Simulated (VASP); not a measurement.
Crystal: CuO2.

```
Cu O
1.0
     0.00000    2.44415    2.44415
     2.44415    0.00000    2.44415
     2.44415    2.44415    0.00000
Cu O
1 2
Cartesian
  0.0000 0.0000 0.0000
  1.2221 1.2221 1.2221
  3.6662 3.6662 3.6662
```

| Quantity | Value |
| --- | --- |
| Program | VASP 6.6.1 |
| Task | relaxation of cell and atoms |
| Functional | PBE |
| Potentials or basis | VASP PAW PBE potentials, release 64 (Cu, O) |
| Cutoff | 600 eV |
| k mesh | 14 × 14 × 14 |
| Occupations | gaussian, width 0.1 eV |
| Spin | no spin polarisation |
| Hubbard terms | Cu d U = 4.0 eV |

At the start: pressure -5.8 GPa; volume 9.73 Å³/atom.

Where does the relaxation end?

Over 3 steps the energy falls by 6.6 meV/atom and the volume is 9.37 Å³/atom (-3.7 %); space group Fm-3m (No. 225, to 0.05 Å).

Step by step:
```
step  energy change (eV)  largest force (eV/Å)  pressure (GPa)  volume (Å³)
   1              0.0000                0.0000           -5.75        29.20
   2             -0.0175                0.0000            2.14        27.75
   3             -0.0199                0.0000           -0.01        28.12
```

Final structure:
```cif
data_structure
_symmetry_space_group_name_H-M 'P 1'
_symmetry_Int_Tables_number 1
_cell_length_a 3.4132
_cell_length_b 3.4132
_cell_length_c 3.4132
_cell_angle_alpha 60.000
_cell_angle_beta 60.000
_cell_angle_gamma 60.000
_cell_volume 28.12
loop_
_atom_site_label
_atom_site_type_symbol
_atom_site_fract_x
_atom_site_fract_y
_atom_site_fract_z
_atom_site_occupancy
Cu1 Cu 0.00000 0.00000 0.00000 1
O1 O 0.25000 0.25000 0.25000 1
O2 O 0.75000 0.75000 0.75000 1
```

Caveat: an odd number of electrons without spin polarisation forces a metal; a magnetic or distorted state may lie lower; U without spin polarisation on a metal has little footing.
